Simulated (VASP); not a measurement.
# VH (Fm-3m) in VASP: a series of runs, part 3 of 3

VASP 6.6.1. Earlier steps stand in the parts before.

### 5 Electric field gradients, r2SCAN (7.57 Å³/atom)

This run uses another cell than the first one, of 7.57 Å³/atom.

Input file POSCAR:

```
VH
1.0
    0.0000000000      1.9637535800      1.9637535800
    1.9637535800      0.0000000000      1.9637535800
    1.9637535800      1.9637535800      0.0000000000
V H
1 1
Direct
    0.0000000000      0.0000000000      0.0000000000
    0.5000000000      0.5000000000      0.5000000000
```

Input file INCAR.step1:

```
  ALGO = Normal
  EDIFF = 1E-4
  ENCUT = 520
  GGA = PE
  ISMEAR = -1
  LASPH = True
  LCHARG = False
  LREAL = False
  LWAVE = True
  NBANDS = 14
  NELM = 80
  PREC = Accurate
  SIGMA = 0.05
```

Input file INCAR.step2:

```
  ALGO = Normal
  EDIFF = 1E-8
  ENCUT = 520
  ISIF = 2
  ISMEAR = -1
  ISTART = 1
  LASPH = True
  LCHARG = False
  LEFG = True
  LMIXTAU = True
  LREAL = False
  LWAVE = False
  METAGGA = R2SCAN
  NBANDS = 14
  NELM = 80
  PREC = Accurate
  SIGMA = 0.05
```

Input file KPOINTS:

```
k-points
0
Gamma
  16 16 16
```

Potentials or basis: VASP PAW PBE potentials, release 64 (V_sv, H).

Command:

```bash
> cat potpaw_PBE.64/V_sv/POTCAR potpaw_PBE.64/H/POTCAR > POTCAR
> cp INCAR.step1 INCAR
> mpirun -np 1 vasp_std > vasp.out
> cp INCAR.step2 INCAR
> mpirun -np 1 vasp_std > vasp.out
```

OUTCAR:

```text
EDIFF = 1E-8
   ENCUT = 520
   ISIF = 2
   ISMEAR = -1
   ISTART = 1
   LASPH = True
   LREAL = False
   METAGGA = R2SCAN
   NELM = 80
   PREC = Accurate

 ion  position               nearest neighbor table
   1  0.000  0.000  0.000-
   2  0.500  0.500  0.500-

  LATTYP: Found a face centered cubic cell.
 ALAT       =     3.9275071600

  Lattice vectors:

 A1 = (   0.0000000000,   1.9637535800,   1.9637535800)
 A2 = (   1.9637535800,   0.0000000000,   1.9637535800)
 A3 = (   1.9637535800,   1.9637535800,   0.0000000000)

Analysis of symmetry for initial positions (statically):
=====================================================================
 Subroutine PRICEL returns:
 Original cell was already a primitive cell.

 Routine SETGRP: Setting up the symmetry group for a
 face centered cubic supercell.

 Subroutine GETGRP returns: Found 48 space group operations
 (whereof 48 operations were pure point group operations)
 out of a pool of 48 trial point group operations.

The static configuration has the point symmetry O_h .

Analysis of symmetry for dynamics (positions and initial velocities):
=====================================================================
 Subroutine PRICEL returns:
 Original cell was already a primitive cell.

 Routine SETGRP: Setting up the symmetry group for a
 face centered cubic supercell.

 Subroutine GETGRP returns: Found 48 space group operations
 (whereof 48 operations were pure point group operations)
 out of a pool of 48 trial point group operations.

[... 550 lines left out ...]
      3     -29.1970      2.00000
      4     -29.1825      2.00000
      5      -0.9486      2.00000
      6       9.5957      1.99926
      7       9.9435      1.43846
      8       9.9482      1.39999
      9      11.4611      0.00000
     10      11.6578      0.00000
     11      21.6880      0.00000
     12      26.9176      0.00000
     13      28.9179      0.00000
     14      29.7592      0.00000

 [... further k-points ...]

------------------------ aborting loop because EDIFF is reached ----------------------------------------

  FORCE on cell =-STRESS in cart. coord.  units (eV):
  Direction    XX          YY          ZZ          XY          YZ          ZX
  --------------------------------------------------------------------------------------
  -------------------------------------------------------------------------------------
  Total       -0.0086469     -0.0086469     -0.0086469      0.0000000      0.0000000      0.0000000
  in kB       -0.9146980     -0.9146980     -0.9146980      0.0000000      0.0000000      0.0000000
  external PRESSURE =      -0.9146980 kB  Pullay stress =       0.0000000 kB

 VOLUME and BASIS-vectors are now :
 -----------------------------------------------------------------------------
  energy-cutoff  :      520.00
  volume of cell :       15.15
      direct lattice vectors                 reciprocal lattice vectors
     0.000000000  1.963753580  1.963753580    -0.254614431  0.254614431  0.254614431
     1.963753580  0.000000000  1.963753580     0.254614431 -0.254614431  0.254614431
     1.963753580  1.963753580  0.000000000     0.254614431  0.254614431 -0.254614431

 POSITION                                       TOTAL-FORCE (eV/Angst)
 -----------------------------------------------------------------------------------
      0.00000      0.00000      0.00000        -0.000000      0.000000      0.000000
      1.96375      1.96375      1.96375         0.000000      0.000000     -0.000000
 -----------------------------------------------------------------------------------
    total drift:                                0.000000     -0.000000     -0.000000

  FREE ENERGIE OF THE ION-ELECTRON SYSTEM (eV)
  ---------------------------------------------------
  free  energy   TOTEN  =       -17.9753908914 eV

  energy  without entropy=      -17.9627046668  energy(sigma->0) =      -17.96904778

 Electric field gradients (V/A^2)
---------------------------------------------------------------------
 ion       V_xx      V_yy      V_zz      V_xy      V_xz      V_yz
---------------------------------------------------------------------
   1      -0.000     0.000     0.000    -0.000    -0.000    -0.000
   2      -0.000    -0.000    -0.000     0.000     0.000     0.000
---------------------------------------------------------------------

 Electric field gradients after diagonalization (V/A^2)
 (convention: |V_zz| > |V_xx| > |V_yy|)
----------------------------------------------------------------------
 ion       V_xx      V_yy      V_zz     asymmetry (V_yy - V_xx)/ V_zz
----------------------------------------------------------------------
   1       0.000     0.000    -0.000       0.000
   2      -0.000    -0.000     0.000       0.000
----------------------------------------------------------------------

           NMR quadrupolar parameters

 Cq : quadrupolar parameter    Cq=e*Q*V_zz/h
 eta: asymmetry parameters     (V_yy - V_xx)/ V_zz
 Q  : nuclear electric quadrupole moment in mb (millibarn)
----------------------------------------------------------------------
 ion       Cq(MHz)       eta       Q (mb)
----------------------------------------------------------------------
   1      -0.000       0.000       1.000
   2       0.000       0.000       1.000
----------------------------------------------------------------------
```

OUTCAR.step1:

```text
EDIFF = 1E-4
   ENCUT = 520
   GGA = PE
   ISMEAR = -1
   LASPH = True
[... 629 lines left out ...]
      0.00000      0.00000      0.00000         0.000000      0.000000      0.000000
      1.96375      1.96375      1.96375        -0.000000     -0.000000     -0.000000
 -----------------------------------------------------------------------------------
    total drift:                                0.000000     -0.000000     -0.000000

  FREE ENERGIE OF THE ION-ELECTRON SYSTEM (eV)
  ---------------------------------------------------
  free  energy   TOTEN  =       -12.6994119766 eV

  energy  without entropy=      -12.6852429612  energy(sigma->0) =      -12.69232747
```

Wall time 2 min (1 thread of AMD EPYC 9R45 (Zen 5), shared host); peak memory 0.14 GiB.

What came out:

- Free energy: -17.9754 eV
- Pressure: -0.1 GPa
- Band gap on the k mesh: zero (bands 7 and 8 overlap by 1.95 eV)
- Largest electric field gradient by atom: zero within the noise of the run

Caveat: the PAW data sets were made with another functional, which shifts forces and pressure a little.

### 6 Summary

```csv
cell,gap on the mesh (eV),pressure (GPa)
"a = 2.523 Å, angles 60.0°, 2 atoms",none,105.7
"a = 2.578 Å, angles 60.0°, 2 atoms",none,72.5
"a = 2.777 Å, angles 60.0°, 2 atoms",none,-0.1
```

Alike in all rows: task electric field gradients; level r2SCAN; potentials or basis VASP PAW PBE potentials, release 64 (V_sv, H); no spin polarisation; k mesh 16 × 16 × 16; cutoff (eV) 520; smearing fermi-dirac 0.05 eV.

Caveats: the PAW data sets were made with another functional, which shifts forces and pressure a little; the cell stands under pressure (at least some runs).

Absolute energies hang on the potentials; compare differences alone.
